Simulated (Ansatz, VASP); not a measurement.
Two plane-wave programs on TiB5

The input INCAR:

```
SYSTEM = TiB5
PREC = Accurate ; ENCUT = 600
EDIFF = 1E-7 ; ISMEAR = 0
SIGMA = 0.1 ; LREAL = .False.
LASPH = .True. ; NELM = 80
ALGO = Normal ; ISIF = 3
LWAVE = .False. ; LCHARG = .False.
GGA = PE ; IBRION = 2
NSW = 90 ; EDIFFG = -0.04
```

File KPOINTS:

```
Automatic mesh
0
Gamma
  6 6 6
  0 0 0
```

The input POSCAR:

```
TiB5
1.0
    4.3774152900      0.0000000000      0.0000000000
   -2.1887076400      3.7909528400      0.0000000000
    0.0000000000      0.0000000000      3.5217725400
Ti B
1 5
Direct
    0.0000000000      0.0000000000      0.0000000000
    0.3333333300      0.6666666700      0.0000000000
    0.6666666700      0.3333333300      0.0000000000
    0.5000000000      0.0000000000      0.5000000000
    0.5000000000      0.5000000000      0.5000000000
    0.0000000000      0.5000000000      0.5000000000
```

Input for Ansatz:

```yaml
crystal:
  lattice:
    - [4.37741529, 0.0, 0.0]
    - [-2.18870764, 3.79095284, 0.0]
    - [0.0, 0.0, 3.52177254]
  atoms:
    - { symbol: Ti, position: [0.0, 0.0, 0.0] }
    - { symbol: B, position: [0.33333333, 0.66666667, 0.0] }
    - { symbol: B, position: [0.66666667, 0.33333333, 0.0] }
    - { symbol: B, position: [0.5, 0.0, 0.5] }
    - { symbol: B, position: [0.5, 0.5, 0.5] }
    - { symbol: B, position: [0.0, 0.5, 0.5] }
basis:
  ecutwfc: 420
kpoints:
  mp_grid: { grid: [6, 6, 6] }
hamiltonian:
  xc: pbe
scf:
  occupations: { method: gaussian, width: 0.1 }
  lower_state_search: "off"
output:
  forces: true
  stress: true
  eigenvalues: true
relax:
  adjacent_minimum: "off"
  f_tol: 0.04
  max_steps: 70
  cell: { stress_tol: 0.4 }
```

Change from the starting cell: species swapped into the YCo5 type (P6/mmm, No. 191).

Alike in both runs: task relaxation of cell and atoms; functional PBE; k mesh 6 × 6 × 6; occupations gaussian, width 0.1 eV; no spin polarisation.

```csv
,VASP,Ansatz
version,VASP 6.6.1,Ansatz 0.2.0
potentials or method,"VASP PAW PBE potentials, release 64 (Ti_sv, B), cutoff 600 eV","scalar-relativistic, plane waves, PAW"
valence electrons in the cell,27,27
```

VASP gave:

* gap on the k mesh at the Fermi level, each at its own relaxed structure (eV): none
* relaxed volume (Å³/atom): 7.22
* relaxed cell length with the largest relative difference (Å): 2.888

Estimate Ansatz's values.

gap on the k mesh at the Fermi level, each at its own relaxed structure (eV): none; relaxed volume (Å³/atom): 7.23; relaxed cell length with the largest relative difference (Å): 2.887.

A gap of «none» marks a metal or a gap that the smearing closes.

Noted on VASP's run: the volume moved by over 15 % at a fixed basis, so the end points are rough.
